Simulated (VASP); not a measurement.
# MgCd3Se4 (I-42m) in VASP: further runs

Runs on MgCd3Se4. Level: PBE. Tasks: single point.

Everything below comes from runs of VASP 6.6.1. Logs are shortened: lines on timing, memory, paths and dates and some standing lists are left out, and cuts for length are marked.

## 1. The cell of the first run

It takes space group I-42m (No. 121, tetragonal). Conventional cell: a = 6.019 Å, b = 6.019 Å, c = 12.034 Å, α = 90.00°, β = 90.00°, γ = 90.00°. Within 3.4 Å of Mg (site symmetry -42m) lie 4 Se at 2.54 Å. Within 3.5 Å of Cd (site symmetry -4) lie 4 Se at 2.63 Å. Cd (site symmetry -42m) has 4 Se at 2.63 Å within 3.5 Å. Within 3.4 Å of Se (site symmetry m) lie 1 Mg at 2.54 Å and 3 Cd at 2.63 Å.

## 2. Single point, PBE (27.25 Å³/atom)

Input file INCAR:

```
PREC     = Accurate       # precision mode
ENCUT    = 600            # plane-wave cutoff, eV
EDIFF    = 1E-6           # SCF threshold, eV
ISMEAR   = 0              # smearing method
SIGMA    = 0.02           # smearing width, eV
LREAL    = F              # projectors in reciprocal space
LASPH    = T              # aspherical terms in the spheres
NELM     = 120            # most SCF steps
ALGO     = Normal         # electronic algorithm
ISIF     = 2              # what is computed and relaxed
LWAVE    = F              # write WAVECAR
LCHARG   = F              # write CHGCAR
GGA      = PE             # functional
NBANDS   = 41             # bands
GGA_COMPAT= F
```

Input file KPOINTS:

```
Automatic mesh
0
Gamma
  6 6 6
```

Input file POSCAR:

```
MgCd3Se4
1.0
   -3.0096957239      3.0096957239      6.0171371534
    3.0096957239     -3.0096957239      6.0171371534
    3.0096957239      3.0096957239     -6.0171371534
Mg Cd Se
1 3 4
Direct
    0.0000000000      0.0000000000      0.0000000000
    0.2500000000      0.7500000000      0.5000000000
    0.7500000000      0.2500000000      0.5000000000
    0.5000000000      0.5000000000      0.0000000000
    0.8785050471      0.3655822355      0.0000000000
    0.3655822355      0.8785050471      0.0000000000
    0.1214949529      0.1214949529      0.4870771884
    0.6344177645      0.6344177645      0.5129228116
```

Potentials or basis: VASP PAW PBE potentials, release 64 (Mg, Cd, Se).

The run is started by

```bash
$ cat potpaw_PBE.64/Mg/POTCAR potpaw_PBE.64/Cd/POTCAR potpaw_PBE.64/Se/POTCAR > POTCAR
$ mpirun -np 1 vasp_std > vasp.out
```

OUTCAR:

```text
PREC = Accurate
   ENCUT = 600
   EDIFF = 1E-6
   ISMEAR = 0
   LREAL = F
   LASPH = T
   NELM = 120
   ISIF = 2
   GGA = PE

 ion  position               nearest neighbor table
   1  0.000  0.000  0.000-   5 2.54   6 2.54   7 2.54   8 2.54
   2  0.250  0.750  0.500-   8 2.63   5 2.63   6 2.63   7 2.63
   3  0.750  0.250  0.500-   8 2.63   6 2.63   5 2.63   7 2.63
   4  0.500  0.500  0.000-   5 2.63   6 2.63   8 2.63   7 2.63
   5  0.879  0.366  0.000-   1 2.54   2 2.63   3 2.63   4 2.63
   6  0.366  0.879  0.000-   1 2.54   3 2.63   2 2.63   4 2.63
   7  0.121  0.121  0.487-   1 2.54   2 2.63   3 2.63   4 2.63
   8  0.634  0.634  0.513-   1 2.54   2 2.63   3 2.63   4 2.63

  LATTYP: Found a body centered tetragonal cell.
 ALAT       =     6.0193914478
 C/A-ratio  =     1.9992509893

  Lattice vectors:

 A1 = (  -3.0096957239,   3.0096957239,   6.0171371534)
 A2 = (   3.0096957239,  -3.0096957239,   6.0171371534)
 A3 = (   3.0096957239,   3.0096957239,  -6.0171371534)

Analysis of symmetry for initial positions (statically):
=====================================================================
 Subroutine PRICEL returns:
 Original cell was already a primitive cell.

 Routine SETGRP: Setting up the symmetry group for a
 body centered tetragonal supercell.

 Subroutine GETGRP returns: Found  8 space group operations
 (whereof  8 operations were pure point group operations)
 out of a pool of 16 trial point group operations.

The static configuration has the point symmetry D_2d.

Analysis of symmetry for dynamics (positions and initial velocities):
=====================================================================
 Subroutine PRICEL returns:
 Original cell was already a primitive cell.

 Routine SETGRP: Setting up the symmetry group for a
 body centered tetragonal supercell.

 Subroutine GETGRP returns: Found  8 space group operations
 (whereof  8 operations were pure point group operations)
 out of a pool of 16 trial point group operations.

The dynamic configuration has the point symmetry D_2d.

 Subroutine INISYM returns: Found  8 space group operations
 (whereof  8 operations are pure point group operations),
 and found     1 'primitive' translations

----------------------------------------------------------------------------------------

                                     Primitive cell

  volume of cell :     218.0194

  direct lattice vectors                    reciprocal lattice vectors
    -3.009695724  3.009695724  6.017137153     0.000000000  0.166129751  0.083095995
     3.009695724 -3.009695724  6.017137153     0.166129751  0.000000000  0.083095995
     3.009695724  3.009695724 -6.017137153     0.166129751  0.166129751  0.000000000

  length of vectors
     7.370378296  7.370378296  7.370378296     0.185752627  0.185752627  0.234942946

  position of ions in fractional coordinates (direct lattice)
     0.000000000  0.000000000  0.000000000
     0.250000000  0.750000000  0.500000000
     0.750000000  0.250000000  0.500000000
     0.500000000  0.500000000  0.000000000
     0.878505047  0.365582235  0.000000000
     0.365582235  0.878505047  0.000000000
     0.121494953  0.121494953  0.487077188
     0.634417765  0.634417765  0.512922812

  ion indices of the primitive-cell ions
   primitive index   ion index
                 1           1
                 2           2
                 3           3
                 4           4
                 5           5
                 6           6
                 7           7
                 8           8

----------------------------------------------------------------------------------------

 KPOINTS: Automatic mesh

Automatic generation of k-mesh.
 Grid dimensions read from file:
 generate k-points for:    6    6    6

 Generating k-lattice:

  Cartesian coordinates                     Fractional coordinates (reciprocal lattice)
     0.000000000  0.027688292  0.013849333     0.166666667  0.000000000  0.000000000
     0.027688292  0.000000000  0.013849333     0.000000000  0.166666667  0.000000000
     0.027688292  0.027688292  0.000000000     0.000000000  0.000000000  0.166666667

  Length of vectors
     0.030958771  0.030958771  0.039157158

  Shift w.r.t. Gamma in fractional coordinates (k-lattice)
     0.000000000  0.000000000  0.000000000

 Subroutine IBZKPT returns following result:
 ===========================================

 Found     30 irreducible k-points:

 Following reciprocal coordinates:
            Coordinates               Weight
  0.000000  0.000000  0.000000      1.000000
  0.166667  0.000000  0.000000      8.000000
  0.333333  0.000000  0.000000      8.000000
  0.500000  0.000000 -0.000000      4.000000
  0.166667  0.166667 -0.000000      8.000000
  0.333333  0.166667 -0.000000     16.000000
[... 16 lines left out ...]
 -0.333333 -0.333333  0.166667      8.000000
 -0.166667 -0.333333  0.166667      8.000000
 [... further k-points ...]
   k-points           NKPTS =     30   k-points in BZ     NKDIM =     30   number of bands    NBANDS=     41
   number of dos      NEDOS =    301   number of ions     NIONS =      8
   total plane-waves  NPLWV = 216000
   dimension x,y,z NGX =    60 NGY =   60 NGZ =   60
   dimension x,y,z NGXF=   120 NGYF=  120 NGZF=  120
   ions per type =               1   3   4
   NGX,Y,Z   is equivalent  to a cutoff of  13.53, 13.53, 13.53 a.u.
   NGXF,Y,Z  is equivalent  to a cutoff of  27.07, 27.07, 27.07 a.u.
 SYSTEM =  unknown system
   PREC   = accura    normal or accurate (medium, high low for compatibility)
   ISTART =      0    job   : 0-new  1-cont  2-samecut
   ICHARG =      2    charge: 1-file 2-atom 10-const
   ISPIN  =      1    spin polarized calculation?
   LNONCOLLINEAR =      F non collinear calculations
   LSORBIT =      F    spin-orbit coupling
   LASPH  =      T    aspherical Exc in radial PAW
   ENCUT  =  600.0 eV  44.10 Ry    6.64 a.u.  14.72 14.72 14.72*2*pi/ulx,y,z
   NELM   =    120;   NELMIN=  2; NELMDL= -5     # of ELM steps
   EDIFF  = 0.1E-05   stopping-criterion for ELM
   LREAL  =      F    real-space projection
   EDIFFG = 0.1E-04   stopping-criterion for IOM
   NSW    =      0    number of steps for IOM
   IBRION =     -1    ionic relax: 0-MD 1-quasi-New 2-CG
   NFREE  =      0    steps in history (QN), initial steepest desc. (CG)
   ISIF   =      2    stress and relaxation
   ISYM   =      2    0-nonsym 1-usesym 2-fastsym
   POTIM  = 0.5000    time-step for ionic-motion
   TEBEG  =    0.0;   TEEND  =   0.0 temperature during run
   PSTRESS=    0.0 pullay stress
   NELECT =      62.0000    total number of electrons
   NUPDOWN=      -1.0000    fix difference up-down
   EMIN   =  10.00;   EMAX   =-10.00  energy-range for DOS
   EFERMI =   0.00;   METHOD = LEGACY
   ISMEAR =     0;   SIGMA  =   0.02  broadening in eV -4-tet -1-fermi 0-gaus
   EFERMI_NEDOS =   21; number of points for ismear=-14 and -15
   IALGO  =     38    algorithm
   IMIX   =      4    mixing-type and parameters
     AMIX     =   0.40;   BMIX     =  1.00
     AMIX_MAG =   1.60;   BMIX_MAG =  1.00
  volume/ion in A,a.u.               =      27.25       183.91
  Fermi-wavevector in a.u.,A,eV,Ry     =   1.076565  2.034413 15.769054  1.158993
  Thomas-Fermi vector in A             =   2.212453
   LORBIT       =      0    0 simple, 1 ext, 2 COOP (PROOUT), +10 PAW based schemes
   GGA     = PE    functional components
   LHFCALC =     F    Hartree Fock is set to
   AEXX    =    0.0000 exact exchange contribution
   IVDW    =     0    specifies the selected vdW correction
   LEPSILON=     F    determine dielectric tensor
   LRPA    =     F    only Hartree local field effects (RPA)
 non-spin polarized calculation
 Gauss-broadening in eV      SIGMA  =   0.02
  energy-cutoff  :      600.00
  volume of cell :      218.02
 maximum number of plane-waves:      7312
   NGX = 29   NGY = 29   NGZ = 29

 number of electron      61.9999998 magnetization

 Free energy of the ion-electron system (eV)
  ---------------------------------------------------
  ext. energy  EPLUGINS =         0.00000000
  ---------------------------------------------------
  free energy    TOTEN  =       -23.85236344 eV

  energy without entropy =      -23.85236344  energy(sigma->0) =      -23.85236344

 E-fermi :   1.0442     XC(G=0):  -8.7873

 val. band max:        0.9604691800   @ k =   0.0000   0.0000   0.0000
 cond. band min:       2.1155980344   @ k =   0.0000   0.0000   0.0000
 fundamental gap:      1.1551288544
 Fermi energy:         1.0441534985

 k-point     1 :       0.0000    0.0000    0.0000
  band No.  band energies     occupation
      1     -11.4383      2.00000
      2     -10.8706      2.00000
      3     -10.8701      2.00000
      4     -10.8701      2.00000
      5      -6.7530      2.00000
      6      -6.7457      2.00000
[... 33 lines left out ...]
     40       7.2274      0.00000
     41       7.2324      0.00000

 k-point     2 :       0.1667    0.0000    0.0000
  band No.  band energies     occupation
      1     -11.3931      2.00000
      2     -10.8946      2.00000
      3     -10.8833      2.00000
      4     -10.8792      2.00000
      5      -6.7460      2.00000
      6      -6.7350      2.00000
[... 33 lines left out ...]
     40       7.4012      0.00000
     41       7.4693      0.00000

 k-point     3 :       0.3333    0.0000    0.0000
  band No.  band energies     occupation
      1     -11.2732      2.00000
      2     -10.9772      2.00000
      3     -10.9038      2.00000
      4     -10.8982      2.00000
      5      -6.7297      2.00000
      6      -6.7092      2.00000
[... 33 lines left out ...]
     40       7.3945      0.00000
     41       7.8051      0.00000

 k-point     4 :       0.5000    0.0000   -0.0000
  band No.  band energies     occupation
      1     -11.1408      2.00000
      2     -11.0921      2.00000
      3     -10.9104      2.00000
      4     -10.9101      2.00000
      5      -6.7124      2.00000
      6      -6.6890      2.00000
[... 825 lines left out ...]
     40       7.3894      0.00000
     41       7.7316      0.00000

 k-point    23 :      -0.3333   -0.3333    0.1667
  band No.  band energies     occupation
      1     -11.2477      2.00000
      2     -10.9961      2.00000
      3     -10.9066      2.00000
      4     -10.9028      2.00000
      5      -6.7183      2.00000
      6      -6.7052      2.00000
[... 33 lines left out ...]
     40       7.7242      0.00000
     41       7.9141      0.00000

 k-point    24 :      -0.1667   -0.3333    0.1667
  band No.  band energies     occupation
      1     -11.3268      2.00000
      2     -10.9492      2.00000
      3     -10.9017      2.00000
      4     -10.8751      2.00000
      5      -6.7293      2.00000
      6      -6.7171      2.00000
[... 33 lines left out ...]
     40       7.5701      0.00000
     41       7.7322      0.00000

 [... further k-points ...]

------------------------ aborting loop because EDIFF is reached ----------------------------------------

  FORCE on cell =-STRESS in cart. coord.  units (eV):
  Direction    XX          YY          ZZ          XY          YZ          ZX
  --------------------------------------------------------------------------------------
  -------------------------------------------------------------------------------------
  Total        4.6142761      4.6142761      4.6115849      0.0000000      0.0000000      0.0000000
  in kB       33.9093198     33.9093198     33.8895424      0.0000000      0.0000000      0.0000000
  external PRESSURE =      33.9027273 kB  Pullay stress =       0.0000000 kB

 VOLUME and BASIS-vectors are now :
 -----------------------------------------------------------------------------
  energy-cutoff  :      600.00
  volume of cell :      218.02
      direct lattice vectors                 reciprocal lattice vectors
    -3.009695724  3.009695724  6.017137153     0.000000000  0.166129751  0.083095995
     3.009695724 -3.009695724  6.017137153     0.166129751  0.000000000  0.083095995
     3.009695724  3.009695724 -6.017137153     0.166129751  0.166129751  0.000000000

 POSITION                                       TOTAL-FORCE (eV/Angst)
 -----------------------------------------------------------------------------------
      0.00000      0.00000      0.00000         0.000000      0.000000     -0.000000
      3.00970      0.00000      3.00857         0.000000      0.000000     -0.000000
      0.00000      3.00970      3.00857         0.000000      0.000000     -0.000000
      0.00000      0.00000      6.01714         0.000000      0.000000     -0.000000
     -1.54374      1.54374      7.48584        -0.019066      0.019066     -0.018676
      1.54374     -1.54374      7.48584         0.019066     -0.019066     -0.018676
      1.46595      1.46595     -1.46871        -0.019066     -0.019066      0.018676
      1.54374      1.54374      4.54843         0.019066      0.019066      0.018676
 -----------------------------------------------------------------------------------
    total drift:                                0.000002      0.000002      0.000002

  FREE ENERGIE OF THE ION-ELECTRON SYSTEM (eV)
  ---------------------------------------------------
  free  energy   TOTEN  =       -23.8523634372 eV

  energy  without entropy=      -23.8523634372  energy(sigma->0) =      -23.85236344
```

Run time: 4.3 min. Hardware: 1 thread of Intel Xeon 6975P-C (Granite Rapids), shared host; peak memory 0.67 GiB.

Results:

- Free energy: -23.8524 eV
- Pressure: 3.4 GPa
- Largest force: 0.033 eV/Å
- Band gap on the k mesh: 1.16 eV

Forces in eV/Å, atoms in the order of the input:
```
Mg   0.000  0.000  0.000
Cd   0.000  0.000  0.000
Cd   0.000  0.000  0.000
Cd   0.000  0.000  0.000
Se  -0.019  0.019 -0.019
Se   0.019 -0.019 -0.019
Se  -0.019 -0.019  0.019
Se   0.019  0.019  0.019
```

Levels at points of the mesh, in eV from the valence-band top:
| k point | band 29 | band 30 | band 31 | band 32 | band 33 | band 34 |
| --- | --- | --- | --- | --- | --- | --- |
| (0.00, 0.00, 0.00) | -0.02 | 0.00 | 0.00 | 1.16 | 3.25 | 3.84 |
| (0.50, 0.00, 0.00) | -1.23 | -0.79 | -0.57 | 3.79 | 3.85 | 4.68 |
| (0.50, 0.50, 0.00) | -0.66 | -0.54 | -0.48 | 2.62 | 2.94 | 4.09 |
| (0.50, 0.50, 0.50) | -1.06 | -0.81 | -0.81 | 3.23 | 3.23 | 3.42 |

Caveat: the cell stands under pressure.

(Continued in part 2 of 2.)
